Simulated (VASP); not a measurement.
Here is a VASP 6.6.1 calculation.

File POSCAR:

```
MgO
1.0
   -0.0139794133      2.1021674168      2.1021674168
    2.1021674168     -0.0139794133      2.1021674168
    2.0881880035      2.0881880035      0.0000000000
Mg O
1 1
Direct
    0.0000000000      0.0000000000      0.0000000000
    0.5000000000      0.5000000000      0.5000000000
```

Contents of INCAR.step1:

```
ALGO = Normal
EDIFF = 1E-5
ENCUT = 520
GGA = PE
ISIF = 2
ISMEAR = 0
LASPH = T
LCHARG = F
LREAL = F
LWAVE = T
NBANDS = 11
NELM = 100
PREC = Accurate
SIGMA = 0.01
```

File INCAR.step2:

```
ALGO = Normal
EDIFF = 1E-7
ENCUT = 520
GGA = PE
HFSCREEN = 0.2079
ISIF = 2
ISMEAR = 0
ISTART = 1
LASPH = T
LCHARG = F
LHFCALC = T
LREAL = F
LWAVE = F
NBANDS = 11
NELM = 100
PREC = Accurate
PRECFOCK = Normal
SIGMA = 0.01
```

The input KPOINTS:

```
k-points
0
Gamma
  8 8 8
```

Potentials or basis: VASP PAW PBE potentials, release 64 (Mg, O).

Command:

```sh
$ cat potpaw_PBE.64/Mg/POTCAR potpaw_PBE.64/O/POTCAR > POTCAR
$ cp INCAR.step1 INCAR
$ mpirun -np 1 vasp_std > vasp.out
$ cp INCAR.step2 INCAR
$ mpirun -np 1 vasp_std > vasp.out
```

Task: Predict the band gap on the k mesh.

Result: 6.44 eV.

Task: Estimate the pressure.

Result: -0.6 GPa.

Stress tensor (GPa, compression positive):
```
-0.62  2.07  0.00
 2.07 -0.62  0.00
 0.00  0.00 -0.66
```

Caveat: the cell differs from its parent crystal (shear xy strain -1.3%); the PAW data sets were made with another functional, which shifts forces and pressure a little.
